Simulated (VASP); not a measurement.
# WC (P1) in VASP: a series of runs

WC is run at these levels: LDA; tasks: single point.

All numbers are computed with VASP 6.6.1; they aren't measurements. Logs are shortened: lines on timing, memory, paths and dates and some standing lists are left out, and cuts for length are marked.

### Step 1. The cell of the first run

The typed cell holds 16 atoms: a = 5.871 Å, b = 5.084 Å, c = 5.766 Å, α = 90.00°, β = 90.00°, γ = 90.00°.

### Step 2. Single point, LDA

The input, INCAR:

```
PREC     = Accurate       # precision mode
ENCUT    = 520            # plane-wave cutoff, eV
EDIFF    = 1E-7           # SCF threshold, eV
ISMEAR   = -1             # smearing method
SIGMA    = 0.36           # smearing width, eV
LREAL    = Auto         
LASPH    = True           # aspherical terms in the spheres
NELM     = 60             # most SCF steps
ALGO     = Normal         # electronic algorithm
ISIF     = 2              # what is computed and relaxed
LWAVE    = False          # write WAVECAR
LCHARG   = False          # write CHGCAR
GGA      = CA             # functional
NBANDS   = 86             # bands
```

The input, KPOINTS:

```
regular mesh
0
Gamma
  2 2 2
```

The input, POSCAR:

```
WC
1.0
   -2.9353920000     -5.0842480000      0.0000000000
    4.4030880000     -2.5421240000      0.0000000000
    0.0000000000      0.0000000000      5.7662130000
W C
8 8
Direct
    0.7599234265      0.4965772082     -0.0175331713
    0.7512391033      0.5203578156      0.5112714359
    0.4948537775     -0.0141060502      0.0009885171
    0.5032207603      0.0055075424      0.4950909722
    0.2553286080      0.5000330571     -0.0020984310
    0.2391046819      0.5082492039      0.5027909999
   -0.0144474625     -0.0010013349     -0.0035031658
    0.0136887725      0.0070818283      0.4829339464
    0.4898006552      0.7111502029      0.2589741309
    0.4845981585      0.6823360237      0.7377805849
    0.2236347300      0.1593099201      0.2381285603
    0.2518701525      0.1657785697      0.7715289047
    0.0025310685      0.6783034266      0.2588007068
    0.0170714312      0.6574048355      0.7550189353
    0.7438094929      0.2127308005      0.2567369606
    0.7466756675      0.1619967125      0.7148192410
```

Potentials or basis: VASP PAW LDA potentials, release 64 (W_sv, C).

Run with:

```sh
cat potpaw_LDA.64/W_sv/POTCAR potpaw_LDA.64/C/POTCAR > POTCAR
mpirun -np 1 vasp_std > vasp.out
```

OUTCAR:

```text
PREC = Accurate
   ENCUT = 520
   EDIFF = 1E-7
   ISMEAR = -1
   LREAL = Auto
   LASPH = True
   NELM = 60
   ISIF = 2
   GGA = CA

 ion  position               nearest neighbor table
   1  0.760  0.497  0.982-  15 2.14  14 2.16  16 2.30  13 2.33  10 2.34   9 2.50   2 2.72   7 2.86
                             7 2.88   5 2.91   3 2.94   5 2.96   3 3.03   2 3.05
   2  0.751  0.520  0.511-  15 2.15  16 2.17  10 2.20  14 2.21  13 2.22   9 2.33   1 2.72   6 2.87
                             4 2.87   8 2.92   4 3.00   6 3.01   8 3.03   1 3.05
   3  0.495  0.986  0.001-   9 2.04  12 2.15  10 2.17  11 2.28  15 2.38  16 2.39   5 2.84   4 2.85
                             7 2.88   4 2.92   1 2.94   5 2.97   7 2.99   1 3.03
   4  0.503  0.006  0.495-   9 2.02  16 2.07  10 2.16  15 2.23  12 2.32  11 2.35   3 2.85   2 2.87
                             8 2.87   3 2.92   6 2.97   6 2.99   2 3.00   8 3.00
   5  0.255  0.500  0.998-  14 2.13  12 2.14  10 2.22  11 2.23  13 2.30   9 2.31   3 2.84   6 2.86
                             1 2.91   6 2.91   1 2.96   3 2.97   7 2.99   7 3.00
   6  0.239  0.508  0.503-  14 2.10  13 2.16  10 2.17   9 2.28  12 2.33  11 2.34   5 2.86   8 2.86
                             2 2.87   8 2.87   5 2.91   4 2.97   4 2.99   2 3.01
   7  0.986  0.999  0.996-  11 2.14  12 2.20  13 2.23  14 2.23  16 2.30  15 2.33   8 2.81   1 2.86
                             1 2.88   3 2.88   8 2.97   5 2.99   3 2.99   5 3.00
   8  0.014  0.007  0.483-  11 2.03  13 2.11  16 2.21  15 2.30  12 2.32  14 2.37   7 2.81   6 2.86
                             6 2.87   4 2.87   2 2.92   7 2.97   4 3.00   2 3.03
   9  0.490  0.711  0.259-   4 2.02   3 2.04   6 2.28   5 2.31   2 2.33   1 2.50
  10  0.485  0.682  0.738-   4 2.16   3 2.17   6 2.17   2 2.20   5 2.22   1 2.34
  11  0.224  0.159  0.238-   8 2.03   7 2.14   5 2.23   3 2.28   6 2.34   4 2.35
  12  0.252  0.166  0.772-   5 2.14   3 2.15   7 2.20   8 2.32   4 2.32   6 2.33
  13  0.003  0.678  0.259-   8 2.11   6 2.16   2 2.22   7 2.23   5 2.30   1 2.33
  14  0.017  0.657  0.755-   6 2.10   5 2.13   1 2.16   2 2.21   7 2.23   8 2.37
  15  0.744  0.213  0.257-   1 2.14   2 2.15   4 2.23   8 2.30   7 2.33   3 2.38
  16  0.747  0.162  0.715-   4 2.07   2 2.17   8 2.21   1 2.30   7 2.30   3 2.39

  LATTYP: Found a simple orthorhombic cell.
 ALAT       =     5.0842480631
 B/A-ratio  =     1.1341329000
 C/A-ratio  =     1.1547005288

  Lattice vectors:

 A1 = (   4.4030880000,  -2.5421240000,   0.0000000000)
 A2 = (   0.0000000000,   0.0000000000,   5.7662130000)
 A3 = (  -2.9353920000,  -5.0842480000,   0.0000000000)

Analysis of symmetry for initial positions (statically):
=====================================================================
 Subroutine PRICEL returns:
 Original cell was already a primitive cell.

 Routine SETGRP: Setting up the symmetry group for a
 simple orthorhombic supercell.

 Subroutine GETGRP returns: Found  1 space group operations
 (whereof  1 operations were pure point group operations)
 out of a pool of  8 trial point group operations.

The static configuration has the point symmetry C_1 .

Analysis of symmetry for dynamics (positions and initial velocities):
=====================================================================
 Subroutine PRICEL returns:
 Original cell was already a primitive cell.

 Routine SETGRP: Setting up the symmetry group for a
 simple orthorhombic supercell.

 Subroutine GETGRP returns: Found  1 space group operations
 (whereof  1 operations were pure point group operations)
 out of a pool of  8 trial point group operations.

The dynamic configuration has the point symmetry C_1 .

 Subroutine INISYM returns: Found  1 space group operations
 (whereof  1 operations are pure point group operations),
 and found     1 'primitive' translations

----------------------------------------------------------------------------------------

                                     Primitive cell

  volume of cell :     172.1129

  direct lattice vectors                    reciprocal lattice vectors
    -2.935392000 -5.084248000  0.000000000    -0.085167501 -0.147514441  0.000000000
     4.403088000 -2.542124000  0.000000000     0.170335001 -0.098342960  0.000000000
     0.000000000  0.000000000  5.766213000     0.000000000  0.000000000  0.173424048

  length of vectors
     5.870783927  5.084248063  5.766213000     0.170335003  0.196685918  0.173424048

  position of ions in fractional coordinates (direct lattice)
     0.759923427  0.496577208  0.982466829
     0.751239103  0.520357816  0.511271436
     0.494853777  0.985893950  0.000988517
     0.503220760  0.005507542  0.495090972
     0.255328608  0.500033057  0.997901569
     0.239104682  0.508249204  0.502791000
[... 8 lines left out ...]
     0.743809493  0.212730800  0.256736961
     0.746675667  0.161996712  0.714819241

  ion indices of the primitive-cell ions
   primitive index   ion index
                 1           1
[... 52 lines left out ...]
   NGXF,Y,Z  is equivalent  to a cutoff of  27.18, 26.16, 27.68 a.u.
 SYSTEM =  unknown system
   PREC   = accura    normal or accurate (medium, high low for compatibility)
   ISTART =      0    job   : 0-new  1-cont  2-samecut
   ICHARG =      2    charge: 1-file 2-atom 10-const
   ISPIN  =      1    spin polarized calculation?
   LNONCOLLINEAR =      F non collinear calculations
   LSORBIT =      F    spin-orbit coupling
   LASPH  =      T    aspherical Exc in radial PAW
   ENCUT  =  520.0 eV  38.22 Ry    6.18 a.u.  10.92  9.45 10.72*2*pi/ulx,y,z
   NELM   =     60;   NELMIN=  2; NELMDL= -5     # of ELM steps
   EDIFF  = 0.1E-06   stopping-criterion for ELM
   LREAL  =      T    real-space projection
   EDIFFG = 0.1E-05   stopping-criterion for IOM
   NSW    =      0    number of steps for IOM
   IBRION =     -1    ionic relax: 0-MD 1-quasi-New 2-CG
   NFREE  =      0    steps in history (QN), initial steepest desc. (CG)
   ISIF   =      2    stress and relaxation
   ISYM   =      2    0-nonsym 1-usesym 2-fastsym
   POTIM  = 0.5000    time-step for ionic-motion
   TEBEG  =    0.0;   TEEND  =   0.0 temperature during run
   PSTRESS=    0.0 pullay stress
   NELECT =     144.0000    total number of electrons
   NUPDOWN=      -1.0000    fix difference up-down
   EMIN   =  10.00;   EMAX   =-10.00  energy-range for DOS
   EFERMI =   0.00;   METHOD = LEGACY
   ISMEAR =    -1;   SIGMA  =   0.36  broadening in eV -4-tet -1-fermi 0-gaus
   EFERMI_NEDOS =   21; number of points for ismear=-14 and -15
   IALGO  =     38    algorithm
   IMIX   =      4    mixing-type and parameters
     AMIX     =   0.40;   BMIX     =  1.00
     AMIX_MAG =   1.60;   BMIX_MAG =  1.00
  volume/ion in A,a.u.               =      10.76        72.59
  Fermi-wavevector in a.u.,A,eV,Ry     =   1.542616  2.915122 32.377295  2.379664
  Thomas-Fermi vector in A             =   2.648395
   LORBIT       =      0    0 simple, 1 ext, 2 COOP (PROOUT), +10 PAW based schemes
   GGA     = CA    functional components
   LHFCALC =     F    Hartree Fock is set to
   AEXX    =    0.0000 exact exchange contribution
   IVDW    =     0    specifies the selected vdW correction
   LEPSILON=     F    determine dielectric tensor
   LRPA    =     F    only Hartree local field effects (RPA)
 non-spin polarized calculation
  energy-cutoff  :      520.00
  volume of cell :      172.11
 maximum number of plane-waves:      4652
 NGX is ok and might be reduce to    48
   NGX = 21   NGY = 19   NGZ = 21

 number of electron     144.0000003 magnetization

 Free energy of the ion-electron system (eV)
  ---------------------------------------------------
  ext. energy  EPLUGINS =         0.00000000
  ---------------------------------------------------
  free energy    TOTEN  =      -194.81808345 eV

  energy without entropy =     -192.82966491  energy(sigma->0) =     -193.82387418

 E-fermi :  10.8818     XC(G=0): -13.7663

 val. band max:       10.8601279567   @ k =   0.0000   0.0000   0.0000
 cond. band min:      10.9565989461   @ k =   0.5000   0.0000   0.5000
 fundamental gap:      0.0964709894
 Fermi energy:        10.8817826973

 k-point     1 :       0.0000    0.0000    0.0000
  band No.  band energies     occupation
      1     -63.0882      2.00000
      2     -63.0465      2.00000
      3     -63.0163      2.00000
      4     -63.0094      2.00000
      5     -62.9988      2.00000
      6     -62.9439      2.00000
[... 685 lines left out ...]
     83      14.1595      0.00022
     84      14.2405      0.00018
 [bands above 84 left out]

------------------------ aborting loop because EDIFF is reached ----------------------------------------

  FORCE on cell =-STRESS in cart. coord.  units (eV):
  Direction    XX          YY          ZZ          XY          YZ          ZX
  --------------------------------------------------------------------------------------
  -------------------------------------------------------------------------------------
  Total      -12.4065591    -11.8364405    -17.9675272     -1.9434086      1.0026419      0.1049463
  in kB     -115.4910740   -110.1839134   -167.2574165    -18.0909421      9.3334654      0.9769316
  external PRESSURE =    -130.9774680 kB  Pullay stress =       0.0000000 kB

 VOLUME and BASIS-vectors are now :
 -----------------------------------------------------------------------------
  energy-cutoff  :      520.00
  volume of cell :      172.11
      direct lattice vectors                 reciprocal lattice vectors
    -2.935392000 -5.084248000  0.000000000    -0.085167501 -0.147514441  0.000000000
     4.403088000 -2.542124000  0.000000000     0.170335001 -0.098342960  0.000000000
     0.000000000  0.000000000  5.766213000     0.000000000  0.000000000  0.173424048

 POSITION                                       TOTAL-FORCE (eV/Angst)
 -----------------------------------------------------------------------------------
     -0.04420     -5.12600      5.66511         1.551859      0.704557      1.990684
      0.08600     -5.14230      2.94810        -0.621823      0.726045     -2.548401
      2.88839     -5.02222      0.00570         2.436542     -1.952721     -0.874194
     -1.45290     -2.57250      2.85480         2.340264      0.419718      0.325816
      1.45220     -2.56930      5.75411         0.350121      0.453972      0.834685
      1.53600     -2.50770      2.89920        -1.120446     -1.345890     -1.053338
[... 8 lines left out ...]
     -1.24670     -4.32250      1.48040        -2.102008      0.874228     -0.865504
     -1.47850     -4.20810      4.12180        -0.157617     -1.168834      2.595036
 -----------------------------------------------------------------------------------
    total drift:                               -0.010907      0.017651     -0.003918

  FREE ENERGIE OF THE ION-ELECTRON SYSTEM (eV)
  ---------------------------------------------------
  free  energy   TOTEN  =      -194.8180834490 eV

  energy  without entropy=     -192.8296649139  energy(sigma->0) =     -193.82387418
```

Run time: 2.7 min. Hardware: 1 thread of Intel Xeon 6975P-C (Granite Rapids), shared host; peak memory 0.28 GiB.

What came out:

- Free energy: -194.8181 eV
- Pressure: -13.1 GPa
- Largest force: 3.861 eV/Å
- Band gap on the k mesh: zero (bands 72 and 73 overlap by 0.16 eV)

Forces on the atoms (eV/Å):
```
W    1.552  0.705  1.991
W   -0.622  0.726 -2.548
W    2.437 -1.953 -0.874
W    2.340  0.420  0.326
W    0.350  0.454  0.835
W   -1.120 -1.346 -1.053
W   -0.174 -1.059 -0.652
W    1.289  1.894  2.741
C   -3.441  1.665 -0.544
C   -1.477 -0.371  1.011
C    0.122 -2.765 -0.026
C   -0.101  0.554 -1.700
C   -0.201  0.688 -1.106
C    1.306  0.684 -0.129
C   -2.102  0.874 -0.866
C   -0.158 -1.169  2.595
```

Caveat: the k points lie up to 0.62 Å⁻¹ apart; so wide a smearing shifts energies and pressures; spin-orbit coupling is left out, which moves the levels of the heavy elements; forces of over 1 eV/Å act on the atoms, so gaps and moduli don't describe the material at rest.

### Step 3. Single point, LDA

The input, INCAR:

```
SYSTEM = WC
PREC = Accurate
ENCUT = 520
EDIFF = 1E-6
ISMEAR = -1
SIGMA = 0.36
LREAL = Auto
LASPH = .True.
NELM = 60
ALGO = Normal
ISIF = 2
LWAVE = .False.
LCHARG = .False.
NBANDS = 86
```

The input, KPOINTS:

```
Automatic mesh
0
Gamma
  2 2 2
  0 0 0
```

The input, POSCAR:

```
WC
1.0
   -2.9353920000     -5.0842480000      0.0000000000
    4.4030880000     -2.5421240000      0.0000000000
    0.0000000000      0.0000000000      5.7662130000
W C
8 8
Direct
    0.7228156042      0.4963669002      0.0255800471
    0.7210194857      0.5150646160      0.4986461652
    0.4721617177      0.0129862789      0.0206374617
    0.4455757359      0.0296926726      0.5019238797
    0.2058145755      0.5496929560     -0.0077347125
    0.2419306659      0.5512179955      0.4790319053
   -0.0000021855      0.0180994758      0.0203599832
   -0.0141296921      0.0256237929      0.4827431800
    0.5109396618      0.7082093739      0.2878665772
    0.4742333527      0.6761983385      0.7599615207
    0.2326854226      0.1731109912      0.2638473466
    0.2059794515      0.2050448308      0.7485502183
   -0.0331619580      0.6777417698      0.2673678548
   -0.0348271450      0.6663206997      0.7378846394
    0.7338873708      0.2227407486      0.2734897237
    0.7366975619      0.1958389498      0.7681991630
```

Potentials or basis: VASP PAW LDA potentials, release 64 (W_sv, C).

Run with:

```sh
cat potpaw_LDA.64/W_sv/POTCAR potpaw_LDA.64/C/POTCAR > POTCAR
mpirun -np 1 vasp_std > vasp.out
```

Wall time 2.2 min (1 thread of Intel Xeon 6975P-C (Granite Rapids), shared host); peak memory 0.28 GiB.

It converged, with:

```yaml
Free_energy: -192.4025 eV
Pressure: -6.3 GPa
Largest_force: 6.272 eV/Å
Band_gap_on_the_k_mesh: zero (bands 72 and 73 overlap by 0.14 eV)
```

Forces in eV/Å, atoms in the order of the input:
```
W    3.230 -1.914 -4.123
W    0.647 -2.133  4.795
W   -0.165 -1.655 -2.422
W   -2.227 -4.923  3.186
W   -3.774  0.002 -0.277
W   -1.774  4.202  3.704
W    2.726  2.503 -3.271
W    1.083  2.418  4.648
C    1.262  1.666 -3.393
C    1.140 -0.145  0.552
C    2.297 -0.662 -1.899
C   -1.072 -0.687  0.496
C    0.339 -1.326 -1.508
C    0.758 -1.541  0.864
C   -3.682  2.729 -1.237
C   -0.789  1.466 -0.115
```

Stress tensor (GPa, compression positive):
```
-3.68  0.75 -1.34
 0.75 -5.72 -2.11
-1.34 -2.11 -9.50
```

Levels at points of the mesh, in eV from the Fermi level:
| k point | band 70 | band 71 | band 72 | band 73 | band 74 | band 75 |
| --- | --- | --- | --- | --- | --- | --- |
| (0.00, 0.00, 0.00) | -0.55 | -0.41 | -0.37 | -0.12 | 0.62 | 0.94 |
| (0.50, 0.00, 0.00) | -0.99 | -0.34 | -0.08 | 0.16 | 0.51 | 0.81 |
| (0.00, 0.50, 0.00) | -0.58 | -0.35 | 0.02 | 0.81 | 1.27 | 1.66 |
| (0.50, 0.50, 0.00) | -1.26 | -1.11 | -0.58 | 1.05 | 1.31 | 1.48 |
| (0.00, 0.00, 0.50) | -0.91 | -0.47 | -0.03 | 0.27 | 0.43 | 0.73 |
| (0.50, 0.00, 0.50) | -1.07 | -0.98 | -0.82 | 0.01 | 0.24 | 0.68 |
| (0.00, 0.50, 0.50) | -1.18 | -1.11 | -0.82 | 0.43 | 0.67 | 0.81 |
| (0.50, 0.50, 0.50) | -1.39 | -1.26 | -0.93 | 0.35 | 0.79 | 1.24 |

Caveat: the k points lie up to 0.62 Å⁻¹ apart; so wide a smearing shifts energies and pressures; spin-orbit coupling is left out, which moves the levels of the heavy elements; forces of over 1 eV/Å act on the atoms, so gaps and moduli don't describe the material at rest.

### Step 4. Single point, LDA

The input, INCAR:

```
PREC = Accurate
ENCUT = 520
EDIFF = 1E-6
ISMEAR = -1
SIGMA = 0.36
LREAL = Auto
LASPH = T
NELM = 80
ALGO = Normal
ISIF = 2
LWAVE = F
LCHARG = F
NBANDS = 86
```

The input, KPOINTS:

```
regular mesh
0
Gamma
  2 2 2
```

The input, POSCAR:

```
WC
1.0
   -2.9353920000     -5.0842480000      0.0000000000
    4.4030880000     -2.5421240000      0.0000000000
    0.0000000000      0.0000000000      5.7662130000
W C
8 8
Direct
    0.6940057063      0.4783412910     -0.0481078309
    0.6507415493      0.5103876048      0.5046986644
    0.4875593786     -0.0094302227      0.0245741876
    0.4424392577      0.0299863772      0.4941544823
    0.2190817704      0.5422764378     -0.0090007081
    0.1477791938      0.5266280990      0.4866799059
   -0.0239252068      0.0088279270     -0.0062606081
   -0.0615489638     -0.0482548466      0.4807141186
    0.4114954873      0.7017576214      0.2409033451
    0.3917952790      0.6751109057      0.7137266695
    0.2495859519      0.2562593813      0.2934508316
    0.2218795802      0.1673833330      0.7942821398
   -0.0749079567      0.6661951301      0.2456031368
   -0.0733488940      0.5999408241      0.7217735453
    0.7158409686      0.1299256005      0.2715300319
    0.7243831021      0.1441143949      0.7586781827
```

Run with:

```sh
cat potpaw_LDA.64/W_sv/POTCAR potpaw_LDA.64/C/POTCAR > POTCAR
mpirun -np 1 vasp_std > vasp.out
```

Run time: 2.4 min. Hardware: 1 thread of Intel Xeon 6975P-C (Granite Rapids), shared host; peak memory 0.27 GiB.

It converged, with:

```
Free energy            : -186.8583 eV
Pressure               : 7.3 GPa
Largest force          : 7.239 eV/Å
Band gap on the k mesh : zero (bands 72 and 73 overlap by 0.41 eV)
```

Forces on the atoms (eV/Å):
```
W    1.320 -1.324  5.444
W   -1.840 -0.943 -3.439
W    3.885  0.949 -4.653
W   -2.748  1.050  3.182
W   -1.518  5.938  0.288
W   -4.315 -3.709  1.558
W    0.610  1.834  0.766
W    5.667 -3.261  3.067
C   -1.622 -1.330  2.435
C   -0.986 -3.437  0.881
C   -3.789  3.431 -5.126
C   -0.157 -0.338 -1.389
C   -0.204  0.866 -2.599
C    3.392 -0.488  2.382
C    2.493 -0.654 -1.813
C   -0.190  1.418 -0.984
```

Stress tensor (GPa, compression positive):
```
13.07 -2.06  3.57
-2.06  4.03  2.42
 3.57  2.42  4.88
```

Levels at points of the mesh, in eV from the Fermi level:
```tsv
k point	band 70	band 71	band 72	band 73	band 74	band 75
(0.00, 0.00, 0.00)	-0.67	-0.46	-0.13	0.38	0.52	0.87
(0.50, 0.00, 0.00)	-0.69	-0.18	0.00	0.34	0.37	0.46
(0.00, 0.50, 0.00)	-0.65	-0.14	0.10	0.38	1.09	1.18
(0.50, 0.50, 0.00)	-1.24	-0.97	-0.68	0.46	0.68	1.15
(0.00, 0.00, 0.50)	-0.49	-0.24	-0.10	0.24	0.24	0.89
(0.50, 0.00, 0.50)	-0.83	-0.69	-0.51	-0.23	0.02	0.53
(0.00, 0.50, 0.50)	-0.71	-0.55	-0.39	-0.31	0.39	0.58
(0.50, 0.50, 0.50)	-1.05	-0.82	-0.71	0.66	0.71	0.89
```

Caveat: the k points lie up to 0.62 Å⁻¹ apart; so wide a smearing shifts energies and pressures; spin-orbit coupling is left out, which moves the levels of the heavy elements; forces of over 1 eV/Å act on the atoms, so gaps and moduli don't describe the material at rest.

### Step 5. The runs side by side

| cell | gap on the mesh (eV) | pressure (GPa) | largest force (eV/Å) |
| --- | --- | --- | --- |
| as given, atomic positions A | none | -13.1 | 3.86 |
| as given, atomic positions B | none | -6.3 | 6.27 |
| as given, atomic positions C | none | 7.3 | 7.24 |

Alike in all rows: task single point; level LDA; potentials or basis VASP PAW LDA potentials, release 64 (W_sv, C); no spin polarisation; k mesh 2 × 2 × 2; cutoff (eV) 520; smearing fermi-dirac 0.36 eV.

Caveats: all runs use coarse meshes; so wide a smearing shifts energies and pressures; spin-orbit coupling is left out, which moves the levels of the heavy elements; forces of over 1 eV/Å act on the atoms, so gaps and moduli don't describe the material at rest.

Total energies depend on the potentials used, so only differences within one code and one set of settings carry meaning.
